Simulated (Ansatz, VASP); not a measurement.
# RbBr: VASP beside Ansatz

INCAR

```
  PREC = Accurate
  ENCUT = 520
  EDIFF = 1E-6
  ISMEAR = 0
  SIGMA = 0.01
  LREAL = F
  LASPH = T
  NELM = 80
  ALGO = Normal
  ISIF = 2
  LWAVE = F
  LCHARG = F
  GGA = PS
  NBANDS = 15
```

KPOINTS

```
Automatic mesh
0
Gamma
  6 6 6
```

The input POSCAR:

```
RbBr
1.0
    4.0700851177      0.0000000000      0.0000000000
    0.0000000000      4.0700851177      0.0000000000
    0.0000000000      0.0000000000      4.0700851177
Rb Br
1 1
Direct
    0.0000000000      0.0000000000      0.0000000000
    0.5000000000      0.5000000000      0.5000000000
```

Input for Ansatz:

```yaml
crystal:
  lattice:
    - [4.07008511772, 0.0, 0.0]
    - [0.0, 4.07008511772, 0.0]
    - [0.0, 0.0, 4.07008511772]
  atoms:
    - { symbol: Rb, position: [0.0, 0.0, 0.0] }
    - { symbol: Br, position: [0.5, 0.5, 0.5] }
kpoints:
  mp_grid: { grid: [6, 6, 6] }
scf:
  occupations: { method: fixed }
  convergence: { dr2_threshold: 1.0e-10 }
hamiltonian:
  xc: pbesol
  pseudopotentials: { kind: all_electron, lapw: { basis_error: 0.0005 } }
output:
  forces: true
  stress: true
  eigenstates:
    kpoints:
      - [0.0, 0.0, 0.0]
      - [0.0, 0.5, 0.5]
      - [0.5, 0.0, 0.5]
      - [0.5, 0.5, 0.0]
      - [-0.5, -0.5, -0.5]
      - [0.0, -0.5, 0.0]
      - [0.0, 0.0, -0.5]
      - [-0.5, 0.0, 0.0]
  eigenvalues: true
```

Change from the starting cell: unstrained.

Alike in both runs: task single point; functional PBEsol; k mesh 6 × 6 × 6; no spin polarisation.

|  | VASP | Ansatz |
| --- | --- | --- |
| version | VASP 6.6.1 | Ansatz 0.2.0 |
| potentials or method | VASP PAW PBE potentials, release 64 (Rb_sv, Br), cutoff 520 eV | all-electron LAPW, scalar-relativistic |
| occupations | gaussian, width 0.01 eV | fixed |

|  | VASP | Ansatz | Ansatz less VASP |
| --- | --- | --- | --- |
| gap on the k mesh at the Fermi level (eV) | 4.04 | 4.04 | +0.003 |
| pressure (GPa) | 0.1 | 0.0 | -0.04 |

VASP's potentials were made for PBE, not for PBEsol. Ansatz ran all-electron here, and VASP with PAW potentials.
